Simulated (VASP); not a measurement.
# CoO (P3m1) in VASP: single point with PBEsol

Aim: the single point of CoO with PBEsol.

Program: VASP 6.6.1. These are calculated values, not measurements. Logs are shortened: lines on timing, memory, paths and dates and some standing lists are left out, and cuts for length are marked.

### Step 1. The cell of the first run

The typed cell holds 4 atoms: a = 3.219 Å, b = 3.219 Å, c = 5.263 Å, α = 90.00°, β = 90.00°, γ = 120.00°.

### Step 2. Single point, PBEsol, collinear spin, ferromagnetic start (11.81 Å³/atom)

INCAR

```
SYSTEM = CoO
  PREC = Accurate
  ENCUT = 520
  EDIFF = 1E-6
  ISMEAR = -1
  SIGMA = 0.05
  LREAL = .FALSE.
  LASPH = .TRUE.
  NELM = 150
  ALGO = Normal
  ISIF = 2
  LWAVE = .FALSE.
  LCHARG = .FALSE.
  ISPIN = 2
  MAGMOM = 2 2 0 0
  LORBIT = 11
  LMAXMIX = 4
  GGA = PS
  NBANDS = 27
```

KPOINTS

```
Automatic mesh
0
G
  10 10 5
  0 0 0
```

POSCAR

```
CoO
1.0
    3.2188228225      0.0000000000      0.0000000000
   -1.6094114113      2.7875823346      0.0000000000
    0.0000000000      0.0000000000      5.2633379358
Co O
2 2
Direct
    0.3333333333      0.6666666667      0.5033624100
    0.0000000000      0.0000000000      0.0034741400
    0.3333333333      0.6666666667      0.8715556000
    0.0000000000      0.0000000000      0.3716088500
```

Potentials or basis: VASP PAW PBE potentials, release 64 (Co, O).

Started as:

```bash
$ cat potpaw_PBE.64/Co/POTCAR potpaw_PBE.64/O/POTCAR > POTCAR
$ mpirun -np 1 vasp_std > vasp.out
```

OUTCAR:

```text
SYSTEM = CoO
   PREC = Accurate
   ENCUT = 520
   EDIFF = 1E-6
   ISMEAR = -1
   LREAL = .FALSE.
   LASPH = .TRUE.
   NELM = 150
   ISIF = 2
   ISPIN = 2
   LORBIT = 11
   GGA = PS

 ion  position               nearest neighbor table
   1  0.333  0.667  0.503-   3 1.94   4 1.98   4 1.98   4 1.98
   2  0.000  0.000  0.003-   4 1.94   3 1.98   3 1.98   3 1.98
   3  0.333  0.667  0.872-   1 1.94   2 1.98   2 1.98   2 1.98
   4  0.000  0.000  0.372-   2 1.94   1 1.98   1 1.98   1 1.98

  LATTYP: Found a hexagonal cell.
 ALAT       =     3.2188228225
 C/A-ratio  =     1.6351747909

  Lattice vectors:

 A1 = (   3.2188228225,   0.0000000000,   0.0000000000)
 A2 = (  -1.6094114113,   2.7875823346,   0.0000000000)
 A3 = (   0.0000000000,   0.0000000000,   5.2633379358)

Analysis of symmetry for initial positions (statically):
=====================================================================
 Subroutine PRICEL returns:
 Original cell was already a primitive cell.

 Routine SETGRP: Setting up the symmetry group for a
 hexagonal supercell.

 Subroutine GETGRP returns: Found  6 space group operations
 (whereof  6 operations were pure point group operations)
 out of a pool of 24 trial point group operations.

The static configuration has the point symmetry C_3v.

Analysis of symmetry for dynamics (positions and initial velocities):
=====================================================================
 Subroutine PRICEL returns:
 Original cell was already a primitive cell.

 Routine SETGRP: Setting up the symmetry group for a
 hexagonal supercell.

 Subroutine GETGRP returns: Found  6 space group operations
 (whereof  6 operations were pure point group operations)
 out of a pool of 24 trial point group operations.

The dynamic configuration has the point symmetry C_3v.

Analysis of structural, dynamic, and magnetic symmetry:
=====================================================================
 Subroutine PRICEL returns:
 Original cell was already a primitive cell.

 Routine SETGRP: Setting up the symmetry group for a
 hexagonal supercell.

 Subroutine GETGRP returns: Found  6 space group operations
 (whereof  6 operations were pure point group operations)
 out of a pool of 24 trial point group operations.

The overall configuration has the point symmetry C_3v.

 Subroutine INISYM returns: Found  6 space group operations
 (whereof  6 operations are pure point group operations),
 and found     1 'primitive' translations

----------------------------------------------------------------------------------------

                                     Primitive cell

  volume of cell :      47.2265

  direct lattice vectors                    reciprocal lattice vectors
     3.218822822  0.000000000  0.000000000     0.310672583  0.179366899  0.000000000
    -1.609411411  2.787582335  0.000000000     0.000000000  0.358733799  0.000000000
     0.000000000  0.000000000  5.263337936     0.000000000  0.000000000  0.189993501

  length of vectors
     3.218822822  3.218822823  5.263337936     0.358733799  0.358733799  0.189993501

  position of ions in fractional coordinates (direct lattice)
     0.333333333  0.666666667  0.503362410
     0.000000000  0.000000000  0.003474140
     0.333333333  0.666666667  0.871555600
     0.000000000  0.000000000  0.371608850

  ion indices of the primitive-cell ions
   primitive index   ion index
                 1           1
                 2           2
                 3           3
                 4           4

----------------------------------------------------------------------------------------

 KPOINTS: Automatic mesh

Automatic generation of k-mesh.
 Grid dimensions read from file:
 generate k-points for:   10   10    5

 Generating k-lattice:

  Cartesian coordinates                     Fractional coordinates (reciprocal lattice)
     0.031067258  0.017936690  0.000000000     0.100000000  0.000000000  0.000000000
     0.000000000  0.035873380  0.000000000     0.000000000  0.100000000  0.000000000
     0.000000000  0.000000000  0.037998700     0.000000000  0.000000000  0.200000000

  Length of vectors
     0.035873380  0.035873380  0.037998700

  Shift w.r.t. Gamma in fractional coordinates (k-lattice)
     0.000000000  0.000000000  0.000000000

 Subroutine IBZKPT returns following result:
 ===========================================

 Found     58 irreducible k-points:

 Following reciprocal coordinates:
            Coordinates               Weight
  0.000000  0.000000  0.000000      1.000000
  0.100000  0.000000  0.000000      6.000000
  0.200000  0.000000  0.000000      6.000000
  0.300000  0.000000  0.000000      6.000000
  0.400000  0.000000  0.000000      6.000000
  0.500000  0.000000  0.000000      3.000000
[... 16 lines left out ...]
  0.000000  0.400000  0.200000      6.000000
  0.500000  0.000000  0.200000      6.000000
 [... further k-points ...]
   k-points           NKPTS =     58   k-points in BZ     NKDIM =     58   number of bands    NBANDS=     27
   number of dos      NEDOS =    301   number of ions     NIONS =      4
   total plane-waves  NPLWV =  23040
   dimension x,y,z NGX =    24 NGY =   24 NGZ =   40
   dimension x,y,z NGXF=    48 NGYF=   48 NGZF=   80
   ions per type =               2   2
   NGX,Y,Z   is equivalent  to a cutoff of  12.40, 12.40, 12.63 a.u.
   NGXF,Y,Z  is equivalent  to a cutoff of  24.79, 24.79, 25.27 a.u.
 SYSTEM =  CoO
   PREC   = accura    normal or accurate (medium, high low for compatibility)
   ISTART =      0    job   : 0-new  1-cont  2-samecut
   ICHARG =      2    charge: 1-file 2-atom 10-const
   ISPIN  =      2    spin polarized calculation?
   LNONCOLLINEAR =      F non collinear calculations
   LSORBIT =      F    spin-orbit coupling
   LASPH  =      T    aspherical Exc in radial PAW
   ENCUT  =  520.0 eV  38.22 Ry    6.18 a.u.   5.98  5.98  9.79*2*pi/ulx,y,z
   NELM   =    150;   NELMIN=  2; NELMDL= -5     # of ELM steps
   EDIFF  = 0.1E-05   stopping-criterion for ELM
   LREAL  =      F    real-space projection
   EDIFFG = 0.1E-04   stopping-criterion for IOM
   NSW    =      0    number of steps for IOM
   IBRION =     -1    ionic relax: 0-MD 1-quasi-New 2-CG
   NFREE  =      0    steps in history (QN), initial steepest desc. (CG)
   ISIF   =      2    stress and relaxation
   ISYM   =      2    0-nonsym 1-usesym 2-fastsym
   POTIM  = 0.5000    time-step for ionic-motion
   TEBEG  =    0.0;   TEEND  =   0.0 temperature during run
   PSTRESS=    0.0 pullay stress
   NELECT =      30.0000    total number of electrons
   NUPDOWN=      -1.0000    fix difference up-down
   EMIN   =  10.00;   EMAX   =-10.00  energy-range for DOS
   EFERMI =   0.00;   METHOD = LEGACY
   ISMEAR =    -1;   SIGMA  =   0.05  broadening in eV -4-tet -1-fermi 0-gaus
   EFERMI_NEDOS =   21; number of points for ismear=-14 and -15
   IALGO  =     38    algorithm
   IMIX   =      4    mixing-type and parameters
     AMIX     =   0.40;   BMIX     =  1.00
     AMIX_MAG =   1.60;   BMIX_MAG =  1.00
  volume/ion in A,a.u.               =      11.81        79.68
  Fermi-wavevector in a.u.,A,eV,Ry     =   1.407300  2.659411 26.946233  1.980492
  Thomas-Fermi vector in A             =   2.529573
   LORBIT       =     11    0 simple, 1 ext, 2 COOP (PROOUT), +10 PAW based schemes
   GGA     = PS    functional components
   LHFCALC =     F    Hartree Fock is set to
   AEXX    =    0.0000 exact exchange contribution
   IVDW    =     0    specifies the selected vdW correction
   LEPSILON=     F    determine dielectric tensor
   LRPA    =     F    only Hartree local field effects (RPA)
 spin polarized calculation
  energy-cutoff  :      520.00
  volume of cell :       47.23
 maximum number of plane-waves:      1290
   NGX = 11   NGY = 11   NGZ = 19

 number of electron      30.0000006 magnetization       5.8676380

 Free energy of the ion-electron system (eV)
  ---------------------------------------------------
  ext. energy  EPLUGINS =         0.00000000
  ---------------------------------------------------
  free energy    TOTEN  =       -28.23331651 eV

  energy without entropy =      -28.19893843  energy(sigma->0) =      -28.21612747

 E-fermi :   5.5785     XC(G=0): -11.2898

 val. band max:        5.5716912055   @ k =   0.1000   0.0000   0.0000
 cond. band min:       5.5890084022   @ k =   0.5000   0.0000   0.4000
 fundamental gap:      0.0173171967
 Fermi energy:         5.5784975761

 spin component 1

 k-point     1 :       0.0000    0.0000    0.0000
  band No.  band energies     occupation
      1     -14.2014      1.00000
      2     -13.5843      1.00000
      3      -1.3482      1.00000
      4      -0.5531      1.00000
      5      -0.3746      1.00000
      6      -0.3746      1.00000
[... 19 lines left out ...]
     26      20.0730      0.00000
     27      21.5080      0.00000

 k-point     2 :       0.1000    0.0000    0.0000
  band No.  band energies     occupation
      1     -14.1519      1.00000
      2     -13.5625      1.00000
      3      -1.2523      1.00000
      4      -0.5397      1.00000
      5      -0.4851      1.00000
      6      -0.3458      1.00000
[... 19 lines left out ...]
     26      20.3070      0.00000
     27      21.0884      0.00000

 k-point     3 :       0.2000    0.0000    0.0000
  band No.  band energies     occupation
      1     -14.0178      1.00000
      2     -13.5081      1.00000
      3      -1.0293      1.00000
      4      -0.7723      1.00000
      5      -0.4285      1.00000
      6      -0.2732      1.00000
[... 594 lines left out ...]
      1     -13.6483      1.00000
      2     -13.4388      1.00000
      3      -1.2775      1.00000
      4      -1.0542      1.00000
      5      -0.2269      1.00000
      6      -0.0985      1.00000
[... 19 lines left out ...]
     26      19.2286      0.00000
     27      20.6206      0.00000

 k-point    24 :       0.5000    0.0000    0.2000
  band No.  band energies     occupation
      1     -13.5808      1.00000
      2     -13.4300      1.00000
      3      -1.2535      1.00000
      4      -1.1556      1.00000
      5      -0.1821      1.00000
      6      -0.0781      1.00000
[... 19 lines left out ...]
     26      19.2546      0.00000
     27      20.6309      0.00000

 [... further k-points ...]

 spin component 2

 k-point     1 :       0.0000    0.0000    0.0000
  band No.  band energies     occupation
      1     -13.6168      1.00000
      2     -12.9650      1.00000
      3      -0.8043      1.00000
      4       0.7333      1.00000
      5       0.8843      1.00000
      6       0.8843      1.00000
[... 19 lines left out ...]
     26      20.6149      0.00000
     27      22.3514      0.00000

 k-point     2 :       0.1000    0.0000    0.0000
  band No.  band energies     occupation
      1     -13.5649      1.00000
      2     -12.9420      1.00000
      3      -0.7060      1.00000
      4       0.6596      1.00000
      5       0.7677      1.00000
      6       0.9000      1.00000
[... 19 lines left out ...]
     26      20.9394      0.00000
     27      21.7524      0.00000

 k-point     3 :       0.2000    0.0000    0.0000
  band No.  band energies     occupation
      1     -13.4240      1.00000
      2     -12.8842      1.00000
      3      -0.4434      1.00000
      4       0.2140      1.00000
      5       0.6368      1.00000
      6       0.8561      1.00000
[... 594 lines left out ...]
      1     -13.0334      1.00000
      2     -12.8110      1.00000
      3      -0.5951      1.00000
      4      -0.3761      1.00000
      5       0.5652      1.00000
      6       1.0083      1.00000
[... 19 lines left out ...]
     26      19.8783      0.00000
     27      21.3741      0.00000

 k-point    24 :       0.5000    0.0000    0.2000
  band No.  band energies     occupation
      1     -12.9614      1.00000
      2     -12.8019      1.00000
      3      -0.6582      1.00000
      4      -0.4571      1.00000
      5       0.6196      1.00000
      6       1.0219      1.00000
[... 19 lines left out ...]
     26      19.9092      0.00000
     27      21.4053      0.00000

 [... further k-points ...]

------------------------ aborting loop because EDIFF is reached ----------------------------------------

  FORCE on cell =-STRESS in cart. coord.  units (eV):
  Direction    XX          YY          ZZ          XY          YZ          ZX
  --------------------------------------------------------------------------------------
  -------------------------------------------------------------------------------------
  Total       -3.1118502     -3.1118502     -2.3033121      0.0000000      0.0000000      0.0000000
  in kB     -105.5706601   -105.5706601    -78.1407087      0.0000000      0.0000000      0.0000000
  external PRESSURE =     -96.4273429 kB  Pullay stress =       0.0000000 kB

 VOLUME and BASIS-vectors are now :
 -----------------------------------------------------------------------------
  energy-cutoff  :      520.00
  volume of cell :       47.23
      direct lattice vectors                 reciprocal lattice vectors
     3.218822822  0.000000000  0.000000000     0.310672583  0.179366899  0.000000000
    -1.609411411  2.787582335  0.000000000     0.000000000  0.358733799  0.000000000
     0.000000000  0.000000000  5.263337936     0.000000000  0.000000000  0.189993501

 POSITION                                       TOTAL-FORCE (eV/Angst)
 -----------------------------------------------------------------------------------
     -0.00000      1.85839      2.64937        -0.000000      0.000000     -0.238172
      0.00000      0.00000      0.01829         0.000000      0.000000     -0.243696
     -0.00000      1.85839      4.58729        -0.000000      0.000000      0.241306
      0.00000      0.00000      1.95590         0.000000      0.000000      0.240562
 -----------------------------------------------------------------------------------
    total drift:                               -0.000000     -0.000001     -0.000841

  FREE ENERGIE OF THE ION-ELECTRON SYSTEM (eV)
  ---------------------------------------------------
  free  energy   TOTEN  =       -28.2333165053 eV

  energy  without entropy=      -28.1989384283  energy(sigma->0) =      -28.21612747

 total charge

# of ion       s       p       d       tot
------------------------------------------
    1        0.343   0.424   7.172   7.939
    2        0.343   0.424   7.172   7.939
    3        1.546   3.411   0.000   4.956
    4        1.546   3.411   0.000   4.957
--------------------------------------------------
tot          3.777   7.670  14.344  25.791

 magnetization (x)

# of ion       s       p       d       tot
------------------------------------------
    1        0.016   0.055   2.432   2.503
    2        0.016   0.055   2.432   2.503
    3        0.021   0.304   0.000   0.325
    4        0.021   0.304   0.000   0.325
--------------------------------------------------
tot          0.074   0.717   4.865   5.656
```

It took 2.2 min on 1 thread of Intel Xeon Platinum 8259CL at 2.50GHz (Skylake/Cascade Lake), shared host; peak memory 0.24 GiB.

What came out:

| Item | Value |
| --- | --- |
| Free energy | -28.2333 eV |
| Pressure | -9.6 GPa |
| Largest force | 0.244 eV/Å |
| Net moment | 5.87 μB per cell |
| Site moments | Co +2.50; O +0.33 μB |
| Valence electrons inside the program's atomic spheres | Co 7.94; O 4.96 |

Forces on the atoms (eV/Å):
```
Co   0.000  0.000 -0.238
Co   0.000  0.000 -0.244
O    0.000  0.000  0.241
O    0.000  0.000  0.241
```

Levels at points of the mesh, in eV from the Fermi level:
Spin up:
| k point | band 15 | band 16 | band 17 | band 18 | band 19 | band 20 | band 21 | band 22 |
| --- | --- | --- | --- | --- | --- | --- | --- | --- |
| (0.00, 0.00, 0.00) | -0.70 | -0.10 | 0.15 | 0.16 | 0.16 | 5.22 | 6.86 | 13.30 |
| (0.50, 0.00, 0.00) | -1.95 | -1.75 | -0.68 | -0.57 | 5.44 | 5.83 | 6.97 | 9.03 |
Spin down:
| k point | band 9 | band 10 | band 11 | band 12 | band 13 | band 14 | band 15 | band 16 |
| --- | --- | --- | --- | --- | --- | --- | --- | --- |
| (0.00, 0.00, 0.00) | -0.72 | -0.72 | -0.15 | -0.15 | 0.14 | 0.55 | 1.51 | 1.51 |
| (0.50, 0.00, 0.00) | -0.77 | -0.63 | -0.21 | -0.08 | 0.09 | 0.18 | 0.69 | 0.71 |

Caveat: the cell stands under tension; the PAW data sets were made with another functional, which shifts forces and pressure a little; semilocal functionals often make such compounds metallic where correlation or magnetic order opens a gap, which also shifts bond lengths.
